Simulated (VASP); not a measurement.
Input of a VASP 6.6.1 run:

The input INCAR:

```
SYSTEM = SnO
  PREC = Accurate
  ENCUT = 600
  EDIFF = 1E-6
  ISMEAR = 0
  SIGMA = 0.01
  LREAL = .FALSE.
  LASPH = .TRUE.
  NELM = 120
  ALGO = Normal
  ISIF = 2
  LWAVE = .FALSE.
  LCHARG = .TRUE.
  LELF = .TRUE.
  LVHAR = .TRUE.
  NBANDS = 28
  GGA_COMPAT = .FALSE.
```

The input KPOINTS:

```
Automatic mesh
0
G
  6 4 6
  0 0 0
```

File POSCAR:

```
SnO
1.0
    3.3550050000      0.0000000000      0.0000000000
    0.0000000000      5.6741040000      0.0000000000
    0.0000000000      0.0000000000      4.2219700000
Sn O
2 2
Direct
    0.0000000000      0.2319090000      0.5131440000
    0.5000000000      0.7680910000      0.0131440000
    0.0000000000      0.8912500000      0.7368570000
    0.5000000000      0.1087500000      0.2368570000
```

Potentials or basis: VASP PAW LDA potentials, release 64 (Sn_d, O).

The run is started by

```bash
$ cat potpaw_LDA.64/Sn_d/POTCAR potpaw_LDA.64/O/POTCAR > POTCAR
$ mpirun -np 1 vasp_std > vasp.out
```

**Question.** Estimate the pressure.

**Answer.** -5.3 GPa.

**Question.** Estimate the band gap on the k mesh.

**Answer.** 1.60 eV, indirect (least direct gap 2.35 eV).

Forces in eV/Å, atoms in the order of the input:
```
Sn   0.000 -0.619 -0.191
Sn   0.000  0.619 -0.191
O    0.000  0.177  0.191
O    0.000 -0.177  0.191
```

Caveat: spin-orbit coupling is left out, which moves the levels of the heavy elements. A hybrid or GW would open this gap; LDA tends to underestimate it.
